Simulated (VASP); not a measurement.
# AlN (Fm-3m) in VASP: further runs, part 2 of 3

VASP 6.6.1.

**3. Electric field gradients, LDA (volume scaled by 0.99)**

INCAR

```
PREC = Accurate
ENCUT = 520
EDIFF = 1E-8
ISMEAR = -1
SIGMA = 0.02
LREAL = False
LASPH = True
NELM = 80
ALGO = Normal
ISIF = 2
LWAVE = False
LCHARG = False
LEFG = True
NBANDS = 11
```

KPOINTS

```
regular mesh
0
Gamma
  10 10 10
```

POSCAR

```
AlN
1.0
    0.0000000000      1.9713845660      1.9713845660
    1.9713845660      0.0000000000      1.9713845660
    1.9713845660      1.9713845660      0.0000000000
Al N
1 1
Direct
    0.0000000000      0.0000000000      0.0000000000
    0.5000000000      0.5000000000      0.5000000000
```

Potentials or basis: VASP PAW LDA potentials, release 64 (Al, N).

The run is started by

```bash
> cat potpaw_LDA.64/Al/POTCAR potpaw_LDA.64/N/POTCAR > POTCAR
> mpirun -np 1 vasp_std > vasp.out
```

OUTCAR:

```text
PREC = Accurate
   ENCUT = 520
   EDIFF = 1E-8
   ISMEAR = -1
   LREAL = False
   LASPH = True
   NELM = 80
   ISIF = 2

 ion  position               nearest neighbor table
   1  0.000  0.000  0.000-   2 1.97   2 1.97   2 1.97   2 1.97   2 1.97   2 1.97
   2  0.500  0.500  0.500-   1 1.97   1 1.97   1 1.97   1 1.97   1 1.97   1 1.97

  LATTYP: Found a face centered cubic cell.
 ALAT       =     3.9427691320

  Lattice vectors:

 A1 = (   0.0000000000,   1.9713845660,   1.9713845660)
 A2 = (   1.9713845660,   0.0000000000,   1.9713845660)
 A3 = (   1.9713845660,   1.9713845660,   0.0000000000)

Analysis of symmetry for initial positions (statically):
=====================================================================
 Subroutine PRICEL returns:
 Original cell was already a primitive cell.

 Routine SETGRP: Setting up the symmetry group for a
 face centered cubic supercell.

 Subroutine GETGRP returns: Found 48 space group operations
 (whereof 48 operations were pure point group operations)
 out of a pool of 48 trial point group operations.

The static configuration has the point symmetry O_h .

Analysis of symmetry for dynamics (positions and initial velocities):
=====================================================================
 Subroutine PRICEL returns:
 Original cell was already a primitive cell.

 Routine SETGRP: Setting up the symmetry group for a
 face centered cubic supercell.

 Subroutine GETGRP returns: Found 48 space group operations
 (whereof 48 operations were pure point group operations)
 out of a pool of 48 trial point group operations.

The dynamic configuration has the point symmetry O_h .

 Subroutine INISYM returns: Found 48 space group operations
 (whereof 48 operations are pure point group operations),
 and found     1 'primitive' translations

----------------------------------------------------------------------------------------

                                     Primitive cell

  volume of cell :      15.3230

  direct lattice vectors                    reciprocal lattice vectors
     0.000000000  1.971384566  1.971384566    -0.253628850  0.253628850  0.253628850
     1.971384566  0.000000000  1.971384566     0.253628850 -0.253628850  0.253628850
     1.971384566  1.971384566  0.000000000     0.253628850  0.253628850 -0.253628850

  length of vectors
     2.787958790  2.787958790  2.787958790     0.439298054  0.439298054  0.439298054

  position of ions in fractional coordinates (direct lattice)
     0.000000000  0.000000000  0.000000000
     0.500000000  0.500000000  0.500000000

  ion indices of the primitive-cell ions
   primitive index   ion index
                 1           1
                 2           2

----------------------------------------------------------------------------------------

 KPOINTS: regular mesh

Automatic generation of k-mesh.
 Grid dimensions read from file:
 generate k-points for:   10   10   10

 Generating k-lattice:

  Cartesian coordinates                     Fractional coordinates (reciprocal lattice)
    -0.025362885  0.025362885  0.025362885     0.100000000  0.000000000  0.000000000
[... 72 lines left out ...]
   EMIN   =  10.00;   EMAX   =-10.00  energy-range for DOS
   EFERMI =   0.00;   METHOD = LEGACY
   ISMEAR =    -1;   SIGMA  =   0.02  broadening in eV -4-tet -1-fermi 0-gaus
   EFERMI_NEDOS =   21; number of points for ismear=-14 and -15
   IALGO  =     38    algorithm
   IMIX   =      4    mixing-type and parameters
     AMIX     =   0.40;   BMIX     =  1.00
     AMIX_MAG =   1.60;   BMIX_MAG =  1.00
  volume/ion in A,a.u.               =       7.66        51.70
  Fermi-wavevector in a.u.,A,eV,Ry     =   1.318227  2.491087 23.643142  1.737722
  Thomas-Fermi vector in A             =   2.448212
   LORBIT       =      0    0 simple, 1 ext, 2 COOP (PROOUT), +10 PAW based schemes
   GGA     = CA    functional components
   LHFCALC =     F    Hartree Fock is set to
   AEXX    =    0.0000 exact exchange contribution
   IVDW    =     0    specifies the selected vdW correction
   LEPSILON=     F    determine dielectric tensor
   LRPA    =     F    only Hartree local field effects (RPA)
 non-spin polarized calculation
  energy-cutoff  :      520.00
  volume of cell :       15.32
 maximum number of plane-waves:       424
 NGX is ok and might be reduce to    24
   NGX = 11   NGY = 11   NGZ = 11

 number of electron       8.0000000 magnetization

 Free energy of the ion-electron system (eV)
  ---------------------------------------------------
  ext. energy  EPLUGINS =         0.00000000
  ---------------------------------------------------
  free energy    TOTEN  =       -16.18810477 eV

  energy without entropy =      -16.18810477  energy(sigma->0) =      -16.18810477

 E-fermi :  11.1662     XC(G=0): -12.9317

 val. band max:       10.7253531272   @ k =   0.0000   0.0000   0.0000
 cond. band min:      15.7731182875   @ k =   0.5000   0.5000   0.0000
 fundamental gap:      5.0477651603
 Fermi energy:        11.1662493522

 k-point     1 :       0.0000    0.0000    0.0000
  band No.  band energies     occupation
      1      -7.3916      2.00000
      2      10.7254      2.00000
      3      10.7254      2.00000
      4      10.7254      2.00000
      5      17.6324      0.00000
      6      22.9782      0.00000
      7      22.9782      0.00000
      8      22.9782      0.00000
      9      28.4136      0.00000
     10      28.9118      0.00000
     11      28.9118      0.00000
[... 309 lines left out ...]
 k-point    24 :       0.4000    0.3000    0.0000
  band No.  band energies     occupation
      1      -4.0707      2.00000
      2       4.5865      2.00000
      3       7.6938      2.00000
      4       8.2558      2.00000
      5      17.0594      0.00000
      6      17.9612      0.00000
      7      23.7114      0.00000
      8      27.0661      0.00000
      9      27.9180      0.00000
     10      33.2047      0.00000
     11      36.3398      0.00000

 [... further k-points ...]
[... 5 lines left out ...]
  --------------------------------------------------------------------------------------
  -------------------------------------------------------------------------------------
  Total        1.5879088      1.5879088      1.5879088     -0.0000000     -0.0000000      0.0000000
  in kB      166.0321135    166.0321135    166.0321135     -0.0000000     -0.0000000      0.0000000
  external PRESSURE =     166.0321135 kB  Pullay stress =       0.0000000 kB

 VOLUME and BASIS-vectors are now :
 -----------------------------------------------------------------------------
  energy-cutoff  :      520.00
  volume of cell :       15.32
      direct lattice vectors                 reciprocal lattice vectors
     0.000000000  1.971384566  1.971384566    -0.253628850  0.253628850  0.253628850
     1.971384566  0.000000000  1.971384566     0.253628850 -0.253628850  0.253628850
     1.971384566  1.971384566  0.000000000     0.253628850  0.253628850 -0.253628850

 POSITION                                       TOTAL-FORCE (eV/Angst)
 -----------------------------------------------------------------------------------
      0.00000      0.00000      0.00000         0.000000     -0.000000      0.000000
      1.97138      1.97138      1.97138        -0.000000      0.000000     -0.000000
 -----------------------------------------------------------------------------------
    total drift:                               -0.000000     -0.000000      0.000000

  FREE ENERGIE OF THE ION-ELECTRON SYSTEM (eV)
  ---------------------------------------------------
  free  energy   TOTEN  =       -16.1881047683 eV

  energy  without entropy=      -16.1881047683  energy(sigma->0) =      -16.18810477

 Electric field gradients (V/A^2)
---------------------------------------------------------------------
 ion       V_xx      V_yy      V_zz      V_xy      V_xz      V_yz
---------------------------------------------------------------------
   1      -0.000     0.000     0.000     0.000     0.000     0.000
   2       0.000     0.000     0.000     0.000     0.000     0.000
---------------------------------------------------------------------

 Electric field gradients after diagonalization (V/A^2)
 (convention: |V_zz| > |V_xx| > |V_yy|)
----------------------------------------------------------------------
 ion       V_xx      V_yy      V_zz     asymmetry (V_yy - V_xx)/ V_zz
----------------------------------------------------------------------
   1      -0.000    -0.000     0.000       0.000
   2      -0.000    -0.000     0.000       0.000
----------------------------------------------------------------------

           NMR quadrupolar parameters

 Cq : quadrupolar parameter    Cq=e*Q*V_zz/h
 eta: asymmetry parameters     (V_yy - V_xx)/ V_zz
 Q  : nuclear electric quadrupole moment in mb (millibarn)
----------------------------------------------------------------------
 ion       Cq(MHz)       eta       Q (mb)
----------------------------------------------------------------------
   1       0.000       0.000       1.000
   2       0.000       0.000       1.000
----------------------------------------------------------------------
```

OSZICAR:

```text
N       E                     dE             d eps       ncg     rms          rms(c)
DAV:   1     0.872680314902E+01    0.87268E+01   -0.41031E+03  1074   0.625E+02
DAV:   2    -0.175849984060E+02   -0.26312E+02   -0.25217E+02  1253   0.133E+02
DAV:   3    -0.181545771241E+02   -0.56958E+00   -0.56892E+00  1234   0.170E+01
DAV:   4    -0.181562421289E+02   -0.16650E-02   -0.16649E-02  1151   0.114E+00
DAV:   5    -0.181562509534E+02   -0.88245E-05   -0.88245E-05  1190   0.771E-02    0.803E+00
DAV:   6    -0.162521617198E+02    0.19041E+01   -0.79481E+00  1088   0.150E+01    0.292E+00
DAV:   7    -0.162070778905E+02    0.45084E-01   -0.16163E-01  1193   0.270E+00    0.180E+00
DAV:   8    -0.161882226773E+02    0.18855E-01   -0.12622E-02  1082   0.104E+00    0.267E-01
DAV:   9    -0.161881043215E+02    0.11836E-03   -0.59126E-04  1175   0.140E-01    0.155E-01
DAV:  10    -0.161881051862E+02   -0.86468E-06   -0.20820E-05  1133   0.329E-02    0.241E-02
DAV:  11    -0.161881047772E+02    0.40901E-06   -0.75056E-07  1177   0.602E-03    0.480E-03
DAV:  12    -0.161881047683E+02    0.89573E-08   -0.42750E-08  1139   0.153E-03
   1 F= -.16188105E+02 E0= -.16188105E+02  d E =-.742853E-12
```

stdout:

```text
POSCAR found type information on POSCAR AlN
 POSCAR found :  2 types and       2 ions
 scaLAPACK will be used
 LDA part: xc-table for (Slater(with rela. corr.)+CA(PZ))
 , standard interpolation
 POSCAR, INCAR and KPOINTS ok, starting setup
 FFT: planning ... GRIDC
 FFT: planning ... GRID_SOFT
 FFT: planning ... GRID
 WAVECAR not read
 entering main loop
ion   1

ion   2
```

It took 6 s on 1 thread of Intel Xeon 6975P-C, shared host; peak memory 0.13 GiB.

What came out:

```
Free energy            : -16.1881 eV
Pressure               : 16.6 GPa
Band gap on the k mesh : 5.05 eV, indirect (least direct gap 6.91 eV)
```

Caveat: without QUAD_EFG the Cq values of the log hold for a quadrupole moment of 1 mb, not for the nuclei.

**4. Electric field gradients, LDA (volume scaled by 0.99)**

INCAR

```
SYSTEM = AlN
PREC = Accurate
ENCUT = 520
EDIFF = 1E-8
ISMEAR = -1
SIGMA = 0.02
LREAL = .FALSE.
LASPH = .TRUE.
NELM = 100
ALGO = Normal
ISIF = 2
LWAVE = .FALSE.
LCHARG = .FALSE.
GGA = CA
LEFG = .TRUE.
NBANDS = 11
```

KPOINTS

```
regular mesh
0
G
  10 10 10
  0 0 0
```

POSCAR is that of step 3.

Potentials or basis: VASP PAW LDA potentials, release 64 (Al, N).

The run is started by

```bash
> cat potpaw_LDA.64/Al/POTCAR potpaw_LDA.64/N/POTCAR > POTCAR
> mpirun -np 1 vasp_std > vasp.out
```

OUTCAR:

```text
SYSTEM = AlN
   PREC = Accurate
   ENCUT = 520
   EDIFF = 1E-8
   ISMEAR = -1
   LREAL = .FALSE.
   LASPH = .TRUE.
   NELM = 100
   ISIF = 2
   GGA = CA

 ion  position               nearest neighbor table
   1  0.000  0.000  0.000-   2 1.97   2 1.97   2 1.97   2 1.97   2 1.97   2 1.97
   2  0.500  0.500  0.500-   1 1.97   1 1.97   1 1.97   1 1.97   1 1.97   1 1.97

  LATTYP: Found a face centered cubic cell.
 ALAT       =     3.9427691320

  Lattice vectors:

 A1 = (   0.0000000000,   1.9713845660,   1.9713845660)
 A2 = (   1.9713845660,   0.0000000000,   1.9713845660)
 A3 = (   1.9713845660,   1.9713845660,   0.0000000000)

Analysis of symmetry for initial positions (statically):
=====================================================================
 Subroutine PRICEL returns:
 Original cell was already a primitive cell.

 Routine SETGRP: Setting up the symmetry group for a
 face centered cubic supercell.

[... 525 lines left out ...]
      direct lattice vectors                 reciprocal lattice vectors
     0.000000000  1.971384566  1.971384566    -0.253628850  0.253628850  0.253628850
     1.971384566  0.000000000  1.971384566     0.253628850 -0.253628850  0.253628850
     1.971384566  1.971384566  0.000000000     0.253628850  0.253628850 -0.253628850

 POSITION                                       TOTAL-FORCE (eV/Angst)
 -----------------------------------------------------------------------------------
      0.00000      0.00000      0.00000         0.000000     -0.000000      0.000000
      1.97138      1.97138      1.97138        -0.000000      0.000000     -0.000000
 -----------------------------------------------------------------------------------
    total drift:                               -0.000000     -0.000000      0.000000

  FREE ENERGIE OF THE ION-ELECTRON SYSTEM (eV)
  ---------------------------------------------------
  free  energy   TOTEN  =       -16.1881047683 eV

  energy  without entropy=      -16.1881047683  energy(sigma->0) =      -16.18810477

 Electric field gradients (V/A^2)
---------------------------------------------------------------------
 ion       V_xx      V_yy      V_zz      V_xy      V_xz      V_yz
---------------------------------------------------------------------
   1      -0.000     0.000     0.000     0.000     0.000     0.000
   2       0.000     0.000     0.000     0.000     0.000     0.000
---------------------------------------------------------------------

 Electric field gradients after diagonalization (V/A^2)
 (convention: |V_zz| > |V_xx| > |V_yy|)
----------------------------------------------------------------------
 ion       V_xx      V_yy      V_zz     asymmetry (V_yy - V_xx)/ V_zz
----------------------------------------------------------------------
   1      -0.000    -0.000     0.000       0.000
   2      -0.000    -0.000     0.000       0.000
----------------------------------------------------------------------

           NMR quadrupolar parameters

 Cq : quadrupolar parameter    Cq=e*Q*V_zz/h
 eta: asymmetry parameters     (V_yy - V_xx)/ V_zz
 Q  : nuclear electric quadrupole moment in mb (millibarn)
----------------------------------------------------------------------
 ion       Cq(MHz)       eta       Q (mb)
----------------------------------------------------------------------
   1       0.000       0.000       1.000
   2       0.000       0.000       1.000
----------------------------------------------------------------------
```

stdout:

```text
POSCAR found type information on POSCAR AlN
 POSCAR found :  2 types and       2 ions
 scaLAPACK will be used
 LDA part: xc-table for (Slater(with rela. corr.)+CA(PZ))
 , standard interpolation
 POSCAR, INCAR and KPOINTS ok, starting setup
 FFT: planning ... GRIDC
 FFT: planning ... GRID_SOFT
 FFT: planning ... GRID
 WAVECAR not read
 entering main loop
ion   1

ion   2
```

Wall time 7 s (1 thread of Intel Xeon 6975P-C, shared host); peak memory 0.12 GiB.

What came out:

```
Free energy            : -16.1881 eV
Pressure               : 16.6 GPa
Band gap on the k mesh : 5.05 eV, indirect (least direct gap 6.91 eV)
```

Caveat: without QUAD_EFG the Cq values of the log hold for a quadrupole moment of 1 mb, not for the nuclei. A k mesh can miss the band edges.

[end of part 2 of 3]
